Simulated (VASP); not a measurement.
# CdW2 (P6/mmm) in VASP: further runs, part 2 of 2

VASP 6.6.1.

## 6. Relaxation of cell and atoms, PBE

This run uses another cell than the first one, of 17.53 Å³/atom.

INCAR

```
SYSTEM = CdW2
PREC     = Accurate       ! precision mode
ENCUT    = 600            ! plane-wave cutoff, eV
EDIFF    = 1E-7           ! SCF threshold, eV
ISMEAR   = 0              ! smearing method
SIGMA    = 0.1            ! smearing width, eV
LREAL    = .False.        ! projectors in reciprocal space
LASPH    = .True.         ! aspherical terms in the spheres
NELM     = 100            ! most SCF steps
ALGO     = Fast           ! electronic algorithm
ISIF     = 3              ! what is computed and relaxed
LWAVE    = .False.        ! write WAVECAR
LCHARG   = .False.        ! write CHGCAR
GGA      = PE             ! functional
IBRION   = 2              ! ionic algorithm
NSW      = 100            ! ionic steps
EDIFFG   = -0.01          ! ionic threshold
```

KPOINTS

```
regular mesh
0
Gamma
  12 12 16
  0 0 0
```

POSCAR

```
CdW2
1.0
    4.7091521848      0.0000000000      0.0000000000
   -2.3545760924      4.0782454223      0.0000000000
    0.0000000000      0.0000000000      2.7390965935
Cd W
1 2
Direct
    0.0000000000      0.0000000000      0.0000000000
    0.3333333333      0.6666666667      0.5000000000
    0.6666666667      0.3333333333      0.5000000000
```

Potentials or basis: VASP PAW PBE potentials, release 64 (Cd, W_sv).

Run with:

```bash
> cat potpaw_PBE.64/Cd/POTCAR potpaw_PBE.64/W_sv/POTCAR > POTCAR
> mpirun -np 1 vasp_std > vasp.out
```

OUTCAR:

```text
SYSTEM = CdW2
   PREC = Accurate
   ENCUT = 600
   EDIFF = 1E-7
   ISMEAR = 0
   LREAL = .False.
   LASPH = .True.
   NELM = 100
   ISIF = 3
   GGA = PE
   IBRION = 2
   NSW = 100
   EDIFFG = -0.01

 ion  position               nearest neighbor table
   1  0.000  0.000  0.000-   2 3.04   3 3.04   2 3.04   3 3.04   2 3.04   2 3.04   3 3.04   3 3.04
                             3 3.04   3 3.04   2 3.04   2 3.04
   2  0.333  0.667  0.500-   3 2.72   3 2.72   3 2.72   1 3.04   1 3.04   1 3.04   1 3.04   1 3.04
                             1 3.04
   3  0.667  0.333  0.500-   2 2.72   2 2.72   2 2.72   1 3.04   1 3.04   1 3.04   1 3.04   1 3.04
                             1 3.04

  LATTYP: Found a hexagonal cell.
 ALAT       =     4.7091521848
 C/A-ratio  =     0.5816538702

  Lattice vectors:

 A1 = (   4.7091521848,   0.0000000000,   0.0000000000)
 A2 = (  -2.3545760924,   4.0782454223,   0.0000000000)
 A3 = (   0.0000000000,   0.0000000000,   2.7390965935)

Analysis of symmetry for initial positions (statically):
=====================================================================
 Subroutine PRICEL returns:
 Original cell was already a primitive cell.

 Routine SETGRP: Setting up the symmetry group for a
 hexagonal supercell.

 Subroutine GETGRP returns: Found 24 space group operations
 (whereof 24 operations were pure point group operations)
 out of a pool of 24 trial point group operations.

The static configuration has the point symmetry D_6h.

Analysis of symmetry for dynamics (positions and initial velocities):
=====================================================================
 Subroutine PRICEL returns:
 Original cell was already a primitive cell.

 Routine SETGRP: Setting up the symmetry group for a
 hexagonal supercell.

 Subroutine GETGRP returns: Found 24 space group operations
 (whereof 24 operations were pure point group operations)
 out of a pool of 24 trial point group operations.

The dynamic configuration has the point symmetry D_6h.

 Subroutine INISYM returns: Found 24 space group operations
 (whereof 24 operations are pure point group operations),
 and found     1 'primitive' translations

----------------------------------------------------------------------------------------

                                     Primitive cell

  volume of cell :      52.6046

  direct lattice vectors                    reciprocal lattice vectors
     4.709152185  0.000000000  0.000000000     0.212352449  0.122601744  0.000000000
    -2.354576092  4.078245422  0.000000000     0.000000000  0.245203487  0.000000000
     0.000000000  0.000000000  2.739096593     0.000000000  0.000000000  0.365083876

  length of vectors
     4.709152185  4.709152185  2.739096593     0.245203487  0.245203487  0.365083876

  position of ions in fractional coordinates (direct lattice)
     0.000000000  0.000000000  0.000000000
     0.333333333  0.666666667  0.500000000
     0.666666667  0.333333333  0.500000000

  ion indices of the primitive-cell ions
   primitive index   ion index
                 1           1
                 2           2
                 3           3

[... 50 lines left out ...]
  0.250000  0.000000  0.062500     12.000000
  0.333333  0.000000  0.062500     12.000000
 [... further k-points ...]
   k-points           NKPTS =    171   k-points in BZ     NKDIM =    171   number of bands    NBANDS=     24
   number of dos      NEDOS =    301   number of ions     NIONS =      3
   total plane-waves  NPLWV =  38400
   dimension x,y,z NGX =    40 NGY =   40 NGZ =   24
   dimension x,y,z NGXF=    80 NGYF=   80 NGZF=   48
   ions per type =               1   2
   NGX,Y,Z   is equivalent  to a cutoff of  14.12, 14.12, 14.57 a.u.
   NGXF,Y,Z  is equivalent  to a cutoff of  28.24, 28.24, 29.13 a.u.
 SYSTEM =  CdW2
   PREC   = accura    normal or accurate (medium, high low for compatibility)
   ISTART =      0    job   : 0-new  1-cont  2-samecut
   ICHARG =      2    charge: 1-file 2-atom 10-const
   ISPIN  =      1    spin polarized calculation?
   LNONCOLLINEAR =      F non collinear calculations
   LSORBIT =      F    spin-orbit coupling
   LASPH  =      T    aspherical Exc in radial PAW
   ENCUT  =  600.0 eV  44.10 Ry    6.64 a.u.   9.41  9.41  5.47*2*pi/ulx,y,z
   NELM   =    100;   NELMIN=  2; NELMDL= -5     # of ELM steps
   EDIFF  = 0.1E-06   stopping-criterion for ELM
   LREAL  =      F    real-space projection
   EDIFFG = -.1E-01   stopping-criterion for IOM
   NSW    =    100    number of steps for IOM
   IBRION =      2    ionic relax: 0-MD 1-quasi-New 2-CG
   NFREE  =      1    steps in history (QN), initial steepest desc. (CG)
   ISIF   =      3    stress and relaxation
   ISYM   =      2    0-nonsym 1-usesym 2-fastsym
   POTIM  = 0.5000    time-step for ionic-motion
   TEBEG  =    0.0;   TEEND  =   0.0 temperature during run
   PSTRESS=    0.0 pullay stress
   NELECT =      40.0000    total number of electrons
   NUPDOWN=      -1.0000    fix difference up-down
   EMIN   =  10.00;   EMAX   =-10.00  energy-range for DOS
   EFERMI =   0.00;   METHOD = LEGACY
   ISMEAR =     0;   SIGMA  =   0.10  broadening in eV -4-tet -1-fermi 0-gaus
   EFERMI_NEDOS =   21; number of points for ismear=-14 and -15
   IALGO  =     68    algorithm
   IMIX   =      4    mixing-type and parameters
     AMIX     =   0.40;   BMIX     =  1.00
     AMIX_MAG =   1.60;   BMIX_MAG =  1.00
  volume/ion in A,a.u.               =      17.53       118.33
  Fermi-wavevector in a.u.,A,eV,Ry     =   1.494240  2.823704 30.378450  2.232753
  Thomas-Fermi vector in A             =   2.606538
   LORBIT       =      0    0 simple, 1 ext, 2 COOP (PROOUT), +10 PAW based schemes
   GGA     = PE    functional components
   LHFCALC =     F    Hartree Fock is set to
   AEXX    =    0.0000 exact exchange contribution
   IVDW    =     0    specifies the selected vdW correction
   LEPSILON=     F    determine dielectric tensor
   LRPA    =     F    only Hartree local field effects (RPA)
 conjugate gradient relaxation of ions
 non-spin polarized calculation
 RMM-DIIS sequential band-by-band and
 Gauss-broadening in eV      SIGMA  =   0.10
  energy-cutoff  :      600.00
  volume of cell :       52.60
 maximum number of plane-waves:      1798
 NGX is ok and might be reduce to    40
   NGX = 19   NGY = 19   NGZ = 11

--------------------------------------- Ionic step        1  -------------------------------------------

 number of electron      39.9999996 magnetization

 Free energy of the ion-electron system (eV)
  ---------------------------------------------------
  ext. energy  EPLUGINS =         0.00000000
  ---------------------------------------------------
  free energy    TOTEN  =       -24.46911047 eV

  energy without entropy =      -24.45676517  energy(sigma->0) =      -24.46293782

------------------------ aborting loop because EDIFF is reached ----------------------------------------

  FORCE on cell =-STRESS in cart. coord.  units (eV):
  Direction    XX          YY          ZZ          XY          YZ          ZX
  --------------------------------------------------------------------------------------
  -------------------------------------------------------------------------------------
  Total        0.0627835      0.0627835      0.8710374      0.0000000      0.0000000     -0.0000000
  in kB        1.9121982      1.9121982     26.5291876      0.0000000      0.0000000     -0.0000000
  external PRESSURE =      10.1178614 kB  Pullay stress =       0.0000000 kB
[... 135 lines left out ...]
--------------------------------------- Ionic step        5  -------------------------------------------

 number of electron      39.9999997 magnetization

 Free energy of the ion-electron system (eV)
  ---------------------------------------------------
  ext. energy  EPLUGINS =         0.00000000
  ---------------------------------------------------
  free energy    TOTEN  =       -24.47213420 eV

  energy without entropy =      -24.45936012  energy(sigma->0) =      -24.46574716

 E-fermi :   8.1233     XC(G=0): -12.7280

 val. band max:        8.1160460451   @ k =   0.1667   0.1667   0.4375
 cond. band min:       8.1413353926   @ k =   0.2500   0.0000   0.3750
 fundamental gap:      0.0252893475
 Fermi energy:         8.1233484536

 k-point     1 :       0.0000    0.0000    0.0000
  band No.  band energies     occupation
      1     -66.0754      2.00000
      2     -65.9777      2.00000
      3     -30.5313      2.00000
      4     -30.5313      2.00000
      5     -29.9558      2.00000
      6     -29.9022      2.00000
[... 637 lines left out ...]
     23      10.7108      0.00000
     24      11.0430      0.00000

 [... further k-points ...]

------------------------ aborting loop because EDIFF is reached ----------------------------------------

  FORCE on cell =-STRESS in cart. coord.  units (eV):
  Direction    XX          YY          ZZ          XY          YZ          ZX
  --------------------------------------------------------------------------------------
  -------------------------------------------------------------------------------------
  Total        0.0013528      0.0013528      0.0012248      0.0000000     -0.0000000     -0.0000000
  in kB        0.0409842      0.0409842      0.0371046      0.0000000     -0.0000000     -0.0000000
  external PRESSURE =       0.0396910 kB  Pullay stress =       0.0000000 kB
[... 18 lines left out ...]
  FREE ENERGIE OF THE ION-ELECTRON SYSTEM (eV)
  ---------------------------------------------------
  free  energy   TOTEN  =       -24.4721341958 eV

  energy  without entropy=      -24.4593601180  energy(sigma->0) =      -24.46574716

 reached required accuracy - stopping structural energy minimisation
```

It took 21 min on 1 thread of Oxide Virtual Turin-like, shared host; peak memory 0.36 GiB.

What came out:

* Free energy: -24.4721 eV
* Relaxed volume: 17.63 Å³/atom
* Relaxed cell: a = 4.705 Å, b = 4.705 Å, c = 2.759 Å, α = 90.00°, β = 90.00°, γ = 120.00°
* Space group after relaxing (to 0.1 Å): P6/mmm (No. 191)
* Energy gained by relaxing: 1.0 meV/atom
* Ionic steps: 5
* Pressure after relaxing: 0.0 GPa
* Band gap on the k mesh: zero (bands 20 and 21 overlap by 1.31 eV)

The path:
```tsv
step	energy change (eV)	largest force (eV/Å)	pressure (GPa)	volume (Å³)
1	0.0000	0.0000	1.01	52.60
2	0.0012	0.0000	-1.99	53.45
3	-0.0027	0.0000	-0.39	52.98
4	-0.0027	0.0000	0.40	52.78
5	-0.0030	0.0000	0.00	52.88
```

Final structure:
```
Cd W
1.0
     4.70480    0.00000    0.00000
    -2.35240    4.07448    0.00000
     0.00000    0.00000    2.75879
Cd W
1 2
Cartesian
  0.0000 0.0000 0.0000
  0.0000 2.7163 1.3794
  2.3524 1.3582 1.3794
```

Levels at points of the mesh, in eV from the Fermi level:
```tsv
k point	band 16	band 17	band 18	band 19	band 20	band 21	band 22	band 23	band 24
(0.00, 0.00, 0.00)	-3.21	-3.21	-3.17	-1.36	-1.36	1.22	1.22	2.81	3.30
(0.50, 0.00, 0.00)	-3.90	-3.04	-2.93	-2.42	-0.85	1.09	1.38	1.91	2.68
(0.00, 0.00, 0.50)	-3.13	-2.32	-1.34	-1.34	-0.16	-0.16	0.16	0.16	4.23
(0.50, 0.00, 0.50)	-3.13	-2.71	-1.92	-1.46	-1.39	0.46	2.37	2.77	4.04
```

Caveat: spin-orbit coupling is left out, which moves the levels of the heavy elements.

## 7. Summary

| task | cell | k mesh | cutoff (eV) | gap on the mesh (eV) | pressure (GPa) | relaxed volume (Å³/atom) |
| --- | --- | --- | --- | --- | --- | --- |
| single point | a = 4.396, b = 4.396, c = 3.092 Å, angles 90.0, 90.0, 120.0°, 3 atoms | 6 × 6 × 6 | 520 | none | 11.5 | - |
| single point | a = 4.709, b = 4.709, c = 2.739 Å, angles 90.0, 90.0, 120.0°, 3 atoms | 6 × 6 × 6 | 520 | none | 0.5 | - |
| relaxation of cell and atoms | relaxed from a = 4.396, b = 4.396, c = 3.092 Å, angles 90.0, 90.0, 120.0°, 3 atoms | 6 × 6 × 6 | 600 | none | 0.0 | 17.58 |
| single point | a = 4.699, b = 4.699, c = 2.755 Å, angles 90.0, 90.0, 120.0°, 3 atoms | 12 × 12 × 16 | 520 | none | 0.8 | - |
| relaxation of cell and atoms | relaxed from a = 4.709, b = 4.709, c = 2.739 Å, angles 90.0, 90.0, 120.0°, 3 atoms | 12 × 12 × 16 | 600 | none | 0.0 | 17.63 |

Alike in all rows: level PBE; potentials or basis VASP PAW PBE potentials, release 64 (Cd, W_sv); no spin polarisation; smearing gaussian 0.1 eV.

Caveats: some runs use coarse meshes; spin-orbit coupling is left out, which moves the levels of the heavy elements; the stress differs along the axes, from -8 to 21 GPa (at least some runs).

Total energies depend on the potentials used, so only differences within one code and one set of settings carry meaning.

The gap in the log of VASP goes by the Fermi energy; the results here count the filled bands.